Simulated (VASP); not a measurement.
Write the native input for VASP 6.6.1 that does the following.

- Task: single point
- Functional: PBE
- Potentials or basis: VASP PAW PBE potentials, release 64 (Ba_sv, S)
- Cutoff: 520 eV
- k mesh: 8 × 8 × 8
- Occupations: gaussian, width 0.02 eV
- Spin: no spin polarisation
- Dipole correction: no
- Further INCAR settings: ALGO = Normal; EDIFF = 1e-07; NBANDS = 15

The structure of BaS lies in POSCAR:

```
BaS
1.0
    0.0000000000      3.0803009838      3.0803009838
    3.0803009838      0.0000000000      3.0803009838
    3.0803009838      3.0803009838      0.0000000000
Ba S
1 1
Direct
    0.0000000000      0.0000000000      0.0000000000
    0.5000000000      0.5000000000      0.5000000000
```

This cell differs from its parent crystal: volume scaled by 0.88.

These files were run (other wordings do the same):

INCAR

```
SYSTEM = BaS
PREC     = Accurate       ! precision mode
ENCUT    = 520            ! plane-wave cutoff, eV
EDIFF    = 1E-7           ! SCF threshold, eV
ISMEAR   = 0              ! smearing method
SIGMA    = 0.02           ! smearing width, eV
LREAL    = .FALSE.        ! projectors in reciprocal space
LASPH    = .TRUE.         ! aspherical terms in the spheres
NELM     = 80             ! most SCF steps
ALGO     = Normal         ! electronic algorithm
ISIF     = 2              ! what is computed and relaxed
LWAVE    = .FALSE.        ! write WAVECAR
LCHARG   = .FALSE.        ! write CHGCAR
GGA      = PE             ! functional
NBANDS   = 15             ! bands
```

KPOINTS

```
regular mesh
0
G
  8 8 8
  0 0 0
```

Potentials or basis: VASP PAW PBE potentials, release 64 (Ba_sv, S).

Launch:

```console
$ cat potpaw_PBE.64/Ba_sv/POTCAR potpaw_PBE.64/S/POTCAR > POTCAR
$ mpirun -np 1 vasp_std > vasp.out
```

Results of the run:

```json
{"Pressure": "8.0 GPa", "Band gap on the k mesh": "1.89 eV, indirect (least direct gap 1.95 eV)"}
```

Caveat: spin-orbit coupling is left out, which moves the levels of the heavy elements.

Run time: 9.6 s on 1 thread of Intel(R) Xeon(R) 6975P-C (Granite Rapids), with other jobs on the host, peak memory 0.18 GiB.
